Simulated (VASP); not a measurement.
## ZnSe: elastic constants with LDA

Crystal: ZnSe.

```
CELL_PARAMETERS angstrom
0.00000 2.78160 2.78160
2.78160 0.00000 2.78160
2.78160 2.78160 0.00000
ATOMIC_POSITIONS crystal
Zn 0.00000 0.00000 0.00000
Se 0.25000 0.25000 0.25000
```

```json
{"Program": "VASP 6.6.1", "Task": "elastic constants", "Functional": "LDA", "Potentials or basis": "VASP PAW LDA potentials, release 64 (Zn, Se)", "Cutoff": "600 eV", "k mesh": "6 × 6 × 6", "Occupations": "gaussian, width 0.01 eV", "Spin": "no spin polarisation", "Dipole correction": "no", "Ions in elastic constants": "relaxed", "Further INCAR settings": "ALGO = Normal; EDIFF = 1e-08; IBRION = 6; POTIM = 0.015; NSW = 1; ISIF = 3"}
```

```yaml
Elastic_constants_C11_C12_C44: 99, 61, 43 GPa
Voigt_bulk_modulus: 74 GPa
Highest_phonon_frequency_at_Γ_LO-TO_splitting_left_out: 221 cm⁻¹
```

Phonon frequencies in cm⁻¹ (negative: imaginary):
```csv
q point,frequencies
"(0.000, 0.000, 0.000)",0 0 0 221 221 221
```

Elastic tensor in Voigt notation (GPa, in the Cartesian axes of the cell as first typed):
```
99 61 61  0  0  0
61 99 61  0  0  0
61 61 99  0  0  0
 0  0  0 43  0  0
 0  0  0  0 43  0
 0  0  0  0  0 43
```

Clamped-ion elastic tensor (GPa):
```
99 61 61  0  0  0
61 99 61  0  0  0
61 61 99  0  0  0
 0  0  0 68  0  0
 0  0  0  0 68  0
 0  0  0  0  0 68
```

Run time: 2.2 min on 1 thread of Intel(R) Xeon(R) 6975P-C (Granite Rapids), on a shared host, peak memory 0.21 GiB.
